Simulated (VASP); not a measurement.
Input of a VASP 6.6.1 run:

POSCAR

```
Sn
1.0
    0.0000000000      3.3846358024      3.3846358024
    3.3846358024      0.0000000000      3.3846358024
    3.3846358024      3.3846358024      0.0000000000
Sn
2
Direct
    0.0000000000      0.0000000000      0.0000000000
    0.2500000000      0.2500000000      0.2500000000
```

File INCAR.step1:

```
PREC = Accurate ; ENCUT = 520
EDIFF = 1E-5 ; ISMEAR = -1
SIGMA = 0.02 ; LREAL = F
LASPH = T ; NELM = 100
ALGO = Normal ; ISIF = 2
LWAVE = T ; NBANDS = 21
GGA = PE
```

File INCAR.step2:

```
PREC = Accurate ; ENCUT = 520
EDIFF = 1E-6 ; ISMEAR = -1
SIGMA = 0.02 ; LREAL = F
LASPH = T ; NELM = 100
ALGO = Normal ; ISIF = 2
LWAVE = F ; LCHARG = T
GGA = PE ; LHFCALC = T
HFSCREEN = 0.2079 ; PRECFOCK = Normal
LELF = T ; LVHAR = T
NBANDS = 21 ; ISTART = 1
```

KPOINTS

```
regular mesh
0
Gamma
  4 4 4
```

Potentials or basis: VASP PAW PBE potentials, release 64 (Sn_d).

Launch:

```sh
$ cat potpaw_PBE.64/Sn_d/POTCAR > POTCAR
$ cp INCAR.step1 INCAR
$ mpirun -np 1 vasp_std > vasp.out
$ cp INCAR.step2 INCAR
$ mpirun -np 1 vasp_std > vasp.out
```

(1) What does it give for the pressure?

(2) Predict the band gap on the k mesh.

Answers

(1) -3.0 GPa.

(2) zero (filled and empty bands touch).

Caveat: the k points lie up to 0.40 Å⁻¹ apart; the cell differs from its parent crystal (strain +3.0%); the PAW data sets were made with another functional, which shifts forces and pressure a little; spin-orbit coupling is left out, which moves the levels of the heavy elements.
